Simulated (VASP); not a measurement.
# CaVO3 (Pm-3m) in VASP: a series of runs

The runs below take CaVO3 through single point, with LDA+U.

All numbers are computed with VASP 6.6.1; they aren't measurements. Logs are shortened: lines on timing, memory, paths and dates and some standing lists are left out, and cuts for length are marked.

**1. The cell of the first run**

Symmetry: Pm-3m, No. 221, cubic system. The conventional cell has a = 3.830 Å, b = 3.830 Å, c = 3.830 Å, α = 90.00°, β = 90.00°, γ = 90.00°. Within 3.6 Å of Ca (site symmetry m-3m) lie 12 O at 2.71 Å and 8 V at 3.32 Å. Within 2.5 Å of V (site symmetry m-3m) lie 6 O at 1.92 Å. Within 2.5 Å of O (site symmetry 4/mmm) lie 2 V at 1.92 Å.

**2. Single point, LDA+U, collinear spin, ferromagnetic start**

Contents of INCAR:

```
  ALGO = Normal
  EDIFF = 1E-6
  ENCUT = 600
  GGA_COMPAT = False
  ISIF = 2
  ISMEAR = 0
  ISPIN = 2
  LASPH = True
  LCHARG = False
  LDAU = True
  LDAUJ = 0 0 0
  LDAUL = -1 2 -1
  LDAUPRINT = 1
  LDAUTYPE = 2
  LDAUU = 0 2 0
  LMAXMIX = 4
  LORBIT = 11
  LREAL = False
  LWAVE = False
  MAGMOM = 0 1 0 0 0
  NBANDS = 32
  NELM = 200
  PREC = Accurate
  SIGMA = 0.1
```

Contents of KPOINTS:

```
k-points
0
Gamma
  6 6 6
```

Contents of POSCAR:

```
CaVO3
1.0
    3.8304060000      0.0000000000      0.0000000000
    0.0000000000      3.8304060000      0.0000000000
    0.0000000000      0.0000000000      3.8304060000
Ca V O
1 1 3
Direct
    0.0000000000      0.0000000000      0.0000000000
    0.5000000000      0.5000000000      0.5000000000
    0.5000000000      0.5000000000      0.0000000000
    0.0000000000      0.5000000000      0.5000000000
    0.5000000000      0.0000000000      0.5000000000
```

Potentials or basis: VASP PAW LDA potentials, release 64 (Ca_sv, V_sv, O).

Started as:

```sh
$ cat potpaw_LDA.64/Ca_sv/POTCAR potpaw_LDA.64/V_sv/POTCAR potpaw_LDA.64/O/POTCAR > POTCAR
$ mpirun -np 1 vasp_std > vasp.out
```

OUTCAR:

```text
EDIFF = 1E-6
   ENCUT = 600
   ISIF = 2
   ISMEAR = 0
   ISPIN = 2
   LASPH = True
   LORBIT = 11
   LREAL = False
   NELM = 200
   PREC = Accurate

 ion  position               nearest neighbor table
   1  0.000  0.000  0.000-
   2  0.500  0.500  0.500-   3 1.92   4 1.92   5 1.92   3 1.92   5 1.92   4 1.92
   3  0.500  0.500  0.000-   2 1.92   2 1.92
   4  0.000  0.500  0.500-   2 1.92   2 1.92
   5  0.500  0.000  0.500-   2 1.92   2 1.92

  LATTYP: Found a simple cubic cell.
 ALAT       =     3.8304060000

  Lattice vectors:

 A1 = (   3.8304060000,   0.0000000000,   0.0000000000)
 A2 = (   0.0000000000,   3.8304060000,   0.0000000000)
 A3 = (   0.0000000000,   0.0000000000,   3.8304060000)

Analysis of symmetry for initial positions (statically):
=====================================================================
 Subroutine PRICEL returns:
 Original cell was already a primitive cell.

 Routine SETGRP: Setting up the symmetry group for a
 simple cubic supercell.

 Subroutine GETGRP returns: Found 48 space group operations
 (whereof 48 operations were pure point group operations)
 out of a pool of 48 trial point group operations.

The static configuration has the point symmetry O_h .

Analysis of symmetry for dynamics (positions and initial velocities):
=====================================================================
 Subroutine PRICEL returns:
 Original cell was already a primitive cell.

 Routine SETGRP: Setting up the symmetry group for a
 simple cubic supercell.

 Subroutine GETGRP returns: Found 48 space group operations
 (whereof 48 operations were pure point group operations)
 out of a pool of 48 trial point group operations.

The dynamic configuration has the point symmetry O_h .

Analysis of structural, dynamic, and magnetic symmetry:
=====================================================================
 Subroutine PRICEL returns:
 Original cell was already a primitive cell.

 Routine SETGRP: Setting up the symmetry group for a
 simple cubic supercell.

 Subroutine GETGRP returns: Found 48 space group operations
 (whereof 48 operations were pure point group operations)
 out of a pool of 48 trial point group operations.

[... 173 lines left out ...]
  o =  0.3639  v =  0.0000  0.5241  0.0000  0.8516  0.0000  0.0000  0.0000  0.0000  0.0000  0.0000      0.0000  0.0000  0.0000  0.0000  0.0000  0.0000  0.0000  0.0000  0.0000  0.0000
  o =  0.3639  v =  0.0000 -0.8516 -0.0000  0.5241  0.0000  0.0000  0.0000  0.0000  0.0000  0.0000      0.0000  0.0000  0.0000  0.0000  0.0000  0.0000  0.0000  0.0000  0.0000  0.0000
  o =  0.3639  v =  1.0000  0.0000  0.0000  0.0000  0.0000  0.0000  0.0000  0.0000  0.0000  0.0000      0.0000  0.0000  0.0000  0.0000  0.0000  0.0000  0.0000  0.0000  0.0000  0.0000

 number of electron      41.0000001 magnetization       0.5002633

 Free energy of the ion-electron system (eV)
  ---------------------------------------------------
  ext. energy  EPLUGINS =         0.00000000
  ---------------------------------------------------
  free energy    TOTEN  =       -41.43335591 eV

  energy without entropy =      -41.42557437  energy(sigma->0) =      -41.42946514

 E-fermi :   6.1746     XC(G=0): -11.8813

 val. band max:        6.1338630734   @ k =   0.1667   0.0000   0.0000
 cond. band min:       6.1893473197   @ k =   0.3333   0.1667   0.0000
 fundamental gap:      0.0554842463
 Fermi energy:         6.1745514425

 spin component 1

 k-point     1 :       0.0000    0.0000    0.0000
  band No.  band energies     occupation
      1     -59.5946      1.00000
      2     -34.4336      1.00000
      3     -33.8461      1.00000
      4     -33.8461      1.00000
      5     -33.8461      1.00000
      6     -15.6986      1.00000
[... 689 lines left out ...]
     31      12.6442      0.00000
     32      17.2646      0.00000
 Fermi energy:         6.1745514425

 spin component 2

 k-point     1 :       0.0000    0.0000    0.0000
  band No.  band energies     occupation
      1     -59.1096      1.00000
      2     -34.4325      1.00000
      3     -33.3776      1.00000
      4     -33.3776      1.00000
      5     -33.3776      1.00000
      6     -15.6971      1.00000
[... 689 lines left out ...]
     31      12.6610      0.00000
     32      17.2650      0.00000

------------------------ aborting loop because EDIFF is reached ----------------------------------------

  FORCE on cell =-STRESS in cart. coord.  units (eV):
  Direction    XX          YY          ZZ          XY          YZ          ZX
  --------------------------------------------------------------------------------------
  -------------------------------------------------------------------------------------
  Total       -4.8850402     -4.8850402     -4.8850402     -0.0000000     -0.0000000      0.0000000
  in kB     -139.2657412   -139.2657412   -139.2657412     -0.0000000     -0.0000000      0.0000000
  external PRESSURE =    -139.2657412 kB  Pullay stress =       0.0000000 kB

 VOLUME and BASIS-vectors are now :
 -----------------------------------------------------------------------------
  energy-cutoff  :      600.00
  volume of cell :       56.20
      direct lattice vectors                 reciprocal lattice vectors
     3.830406000  0.000000000  0.000000000     0.261068931  0.000000000  0.000000000
     0.000000000  3.830406000  0.000000000     0.000000000  0.261068931  0.000000000
     0.000000000  0.000000000  3.830406000     0.000000000  0.000000000  0.261068931

 POSITION                                       TOTAL-FORCE (eV/Angst)
 -----------------------------------------------------------------------------------
      0.00000      0.00000      0.00000         0.000000      0.000000      0.000000
      1.91520      1.91520      1.91520         0.000000      0.000000      0.000000
      1.91520      1.91520      0.00000         0.000000      0.000000      0.000000
      0.00000      1.91520      1.91520         0.000000      0.000000      0.000000
      1.91520      0.00000      1.91520         0.000000      0.000000      0.000000
 -----------------------------------------------------------------------------------
    total drift:                                0.000000     -0.000000     -0.000000

  FREE ENERGIE OF THE ION-ELECTRON SYSTEM (eV)
  ---------------------------------------------------
  free  energy   TOTEN  =       -41.4333559119 eV

  energy  without entropy=      -41.4255743692  energy(sigma->0) =      -41.42946514

 total charge

# of ion       s       p       d       tot
------------------------------------------
    1        2.012   5.836   0.205   8.053
    2        2.296   6.364   2.920  11.580
    3        1.549   3.455   0.000   5.005
    4        1.549   3.455   0.000   5.005
    5        1.549   3.455   0.000   5.005
--------------------------------------------------
tot          8.956  22.566   3.125  34.646

 magnetization (x)

# of ion       s       p       d       tot
------------------------------------------
    1       -0.000  -0.000   0.002   0.001
    2        0.003   0.003   0.494   0.499
    3       -0.001  -0.012   0.000  -0.013
    4       -0.001  -0.012   0.000  -0.013
    5       -0.001  -0.012   0.000  -0.013
--------------------------------------------------
tot          0.001  -0.033   0.495   0.463
```

Run time: 39 s. Hardware: 1 thread of Intel Xeon Platinum 8488C (Sapphire Rapids), shared host; peak memory 0.21 GiB.

Results:

```yaml
Free_energy: -41.4334 eV
Pressure: -13.9 GPa
Net_moment: 0.50 μB per cell
Site_moments: Ca +0.00; V +0.50; O -0.01 μB
Valence_electrons_inside_the_program's_atomic_spheres: Ca 8.05; V 11.58; O 5.00
```

Eigenvalues of the final occupation matrices:
```tsv
site	spin	trace	eigenvalues
site 2 d	1	1.73	0.32 0.32 0.36 0.36 0.36
site 2 d	2	1.23	0.21 0.21 0.21 0.31 0.31
```

Caveat: the cell stands under tension. The state reached can hang on the start; a lower one may exist.

**3. Single point, LDA+U, collinear spin, ferromagnetic start**

Contents of INCAR:

```
SYSTEM = CaVO3
PREC = Accurate ; ENCUT = 600
EDIFF = 1E-6 ; ISMEAR = 0
SIGMA = 0.1 ; LREAL = .FALSE.
LASPH = .TRUE. ; NELM = 200
ALGO = Normal ; ISIF = 2
LWAVE = .FALSE. ; LCHARG = .TRUE.
ISPIN = 2 ; MAGMOM = 0 1 0 0 0
LORBIT = 11 ; LMAXMIX = 4
LDAU = .TRUE. ; LDAUTYPE = 2
LDAUL = -1 2 -1 ; LDAUU = 0 4 0
LDAUJ = 0 0 0 ; LDAUPRINT = 1
GGA = CA ; LELF = .TRUE.
LVHAR = .TRUE. ; NBANDS = 32
GGA_COMPAT = .FALSE.
```

Contents of KPOINTS:

```
regular mesh
0
G
  6 6 6
  0 0 0
```

POSCAR is that of step 2.

Potentials or basis: VASP PAW LDA potentials, release 64 (Ca_sv, V_sv, O).

Started as:

```sh
$ cat potpaw_LDA.64/Ca_sv/POTCAR potpaw_LDA.64/V_sv/POTCAR potpaw_LDA.64/O/POTCAR > POTCAR
$ mpirun -np 1 vasp_std > vasp.out
```

Wall time 40 s (1 thread of Intel Xeon Platinum 8488C (Sapphire Rapids), shared host); peak memory 0.21 GiB.

Results (log left out):

```yaml
Free_energy: -39.4959 eV
Pressure: -10.3 GPa
Band_gap_on_the_k_mesh: zero (filled and empty bands overlap)
Net_moment: 1.00 μB per cell
Site_moments: Ca +0.00; V +1.08; O -0.05 μB
Valence_electrons_inside_the_program's_atomic_spheres: Ca 8.05; V 11.53; O 5.01
```

Levels at points of the mesh, in eV from the Fermi level:
Spin up:
```
           k point  band 19  band 20  band 21  band 22  band 23  band 24
(0.00, 0.00, 0.00)    -2.41    -2.41    -1.69    -1.69    -1.69     1.17
(0.50, 0.00, 0.00)    -2.74    -2.74    -1.58     0.44     0.44     1.20
(0.50, 0.50, 0.00)    -3.86    -1.91     0.39     0.39     0.63     2.22
(0.50, 0.50, 0.50)    -1.81    -1.81     0.84     0.84     0.84     3.96
```
Spin down:
```tsv
k point	band 18	band 19	band 20	band 21	band 22	band 23
(0.00, 0.00, 0.00)	-2.45	-2.45	-2.45	0.39	0.39	0.39
(0.50, 0.00, 0.00)	-3.96	-2.78	-2.78	0.60	1.98	2.25
(0.50, 0.50, 0.00)	-3.90	-3.90	-1.98	2.26	2.26	2.61
(0.50, 0.50, 0.50)	-1.88	-1.88	-1.88	2.87	2.87	2.87
```

Eigenvalues of the final occupation matrices:
```tsv
site	spin	trace	eigenvalues
site 2 d	1	1.98	0.32 0.32 0.45 0.45 0.45
site 2 d	2	0.91	0.11 0.11 0.11 0.29 0.29
```

Caveat: the cell stands under tension. The state reached can hang on the start; a lower one may exist.

**4. Single point, LDA+U, collinear spin, ferromagnetic start**

Contents of INCAR:

```
PREC = Accurate
ENCUT = 600
EDIFF = 1E-6
ISMEAR = 0
SIGMA = 0.1
LREAL = F
LASPH = T
NELM = 200
ALGO = Normal
ISIF = 2
LWAVE = F
LCHARG = T
ISPIN = 2
MAGMOM = 0 1 0 0 0
LORBIT = 11
LMAXMIX = 4
LDAU = T
LDAUTYPE = 2
LDAUL = -1 2 -1
LDAUU = 0 6 0
LDAUJ = 0 0 0
LDAUPRINT = 1
LELF = T
LVHAR = T
NBANDS = 32
GGA_COMPAT = F
```

Contents of KPOINTS:

```
regular mesh
0
Gamma
  6 6 6
```

POSCAR is that of step 3.

Potentials or basis: VASP PAW LDA potentials, release 64 (Ca_sv, V_sv, O).

Started as:

```sh
$ cat potpaw_LDA.64/Ca_sv/POTCAR potpaw_LDA.64/V_sv/POTCAR potpaw_LDA.64/O/POTCAR > POTCAR
$ mpirun -np 1 vasp_std > vasp.out
```

OUTCAR:

```text
PREC = Accurate
   ENCUT = 600
   EDIFF = 1E-6
   ISMEAR = 0
   LREAL = F
   LASPH = T
   NELM = 200
   ISIF = 2
   ISPIN = 2
   LORBIT = 11

 ion  position               nearest neighbor table
   1  0.000  0.000  0.000-
   2  0.500  0.500  0.500-   3 1.92   4 1.92   5 1.92   3 1.92   5 1.92   4 1.92
   3  0.500  0.500  0.000-   2 1.92   2 1.92
   4  0.000  0.500  0.500-   2 1.92   2 1.92
   5  0.500  0.000  0.500-   2 1.92   2 1.92

  LATTYP: Found a simple cubic cell.
 ALAT       =     3.8304060000

  Lattice vectors:

 A1 = (   3.8304060000,   0.0000000000,   0.0000000000)
 A2 = (   0.0000000000,   3.8304060000,   0.0000000000)
 A3 = (   0.0000000000,   0.0000000000,   3.8304060000)

Analysis of symmetry for initial positions (statically):
=====================================================================
 Subroutine PRICEL returns:
 Original cell was already a primitive cell.

 Routine SETGRP: Setting up the symmetry group for a
 simple cubic supercell.

[... 1635 lines left out ...]
  --------------------------------------------------------------------------------------
  -------------------------------------------------------------------------------------
  Total       -2.8157150     -2.8157150     -2.8157150      0.0000000     -0.0000000      0.0000000
  in kB      -80.2721427    -80.2721427    -80.2721427      0.0000000     -0.0000000      0.0000000
  external PRESSURE =     -80.2721427 kB  Pullay stress =       0.0000000 kB

 VOLUME and BASIS-vectors are now :
 -----------------------------------------------------------------------------
  energy-cutoff  :      600.00
  volume of cell :       56.20
      direct lattice vectors                 reciprocal lattice vectors
     3.830406000  0.000000000  0.000000000     0.261068931  0.000000000  0.000000000
     0.000000000  3.830406000  0.000000000     0.000000000  0.261068931  0.000000000
     0.000000000  0.000000000  3.830406000     0.000000000  0.000000000  0.261068931

 POSITION                                       TOTAL-FORCE (eV/Angst)
 -----------------------------------------------------------------------------------
      0.00000      0.00000      0.00000         0.000000      0.000000      0.000000
      1.91520      1.91520      1.91520         0.000000      0.000000      0.000000
      1.91520      1.91520      0.00000         0.000000      0.000000      0.000000
      0.00000      1.91520      1.91520         0.000000      0.000000      0.000000
      1.91520      0.00000      1.91520         0.000000      0.000000      0.000000
 -----------------------------------------------------------------------------------
    total drift:                                0.000000     -0.000000     -0.000000

  FREE ENERGIE OF THE ION-ELECTRON SYSTEM (eV)
  ---------------------------------------------------
  free  energy   TOTEN  =       -37.6354508017 eV

  energy  without entropy=      -37.6159291523  energy(sigma->0) =      -37.62568998

 total charge

# of ion       s       p       d       tot
------------------------------------------
    1        2.013   5.836   0.206   8.055
    2        2.305   6.376   2.813  11.494
    3        1.549   3.473   0.000   5.022
    4        1.549   3.473   0.000   5.022
    5        1.549   3.473   0.000   5.022
--------------------------------------------------
tot          8.964  22.633   3.018  34.615

 magnetization (x)

# of ion       s       p       d       tot
------------------------------------------
    1       -0.000  -0.001   0.003   0.001
    2        0.007   0.008   1.152   1.167
    3       -0.002  -0.068   0.000  -0.070
    4       -0.002  -0.068   0.000  -0.070
    5       -0.002  -0.068   0.000  -0.070
--------------------------------------------------
tot         -0.001  -0.197   1.155   0.957
```

stdout:

```text
POSCAR found type information on POSCAR CaV O
 POSCAR found :  3 types and       5 ions
 scaLAPACK will be used
 LDA part: xc-table for (Slater(with rela. corr.)+CA(PZ))
 , standard interpolation
 POSCAR, INCAR and KPOINTS ok, starting setup
 FFT: planning ... GRIDC
 FFT: planning ... GRID_SOFT
 FFT: planning ... GRID
 WAVECAR not read
 entering main loop
```

Wall time 35 s (1 thread of Intel Xeon Platinum 8488C (Sapphire Rapids), shared host); peak memory 0.21 GiB.

What came out:

```
Free energy                                           : -37.6355 eV
Pressure                                              : -8.0 GPa
Band gap on the k mesh                                : zero (filled and empty bands overlap)
Net moment                                            : 1.00 μB per cell
Site moments                                          : Ca +0.00; V +1.17; O -0.07 μB
Valence electrons inside the program's atomic spheres : Ca 8.05; V 11.49; O 5.02
```

Eigenvalues of the final occupation matrices:
```tsv
site	spin	trace	eigenvalues
site 2 d	1	2.00	0.31 0.31 0.46 0.46 0.46
site 2 d	2	0.85	0.09 0.09 0.09 0.28 0.28
```

Caveat: the cell stands under tension. The state reached can hang on the start; a lower one may exist.

**5. Overview**

```csv
U,gap on the mesh (eV),pressure (GPa),moment (μB)
V d U = 2.0 eV,none,-13.9,0.50
V d U = 4.0 eV,none,-10.3,1.00
V d U = 6.0 eV,none,-8.0,1.00
```

Alike in all rows: task single point; level LDA+U; potentials or basis VASP PAW LDA potentials, release 64 (Ca_sv, V_sv, O); spin collinear, ferromagnetic start; cell as given; k mesh 6 × 6 × 6; cutoff (eV) 600; smearing gaussian 0.1 eV.

Caveats: the cell stands under tension.

Total energies depend on the potentials used, so only differences within one code and one set of settings carry meaning.
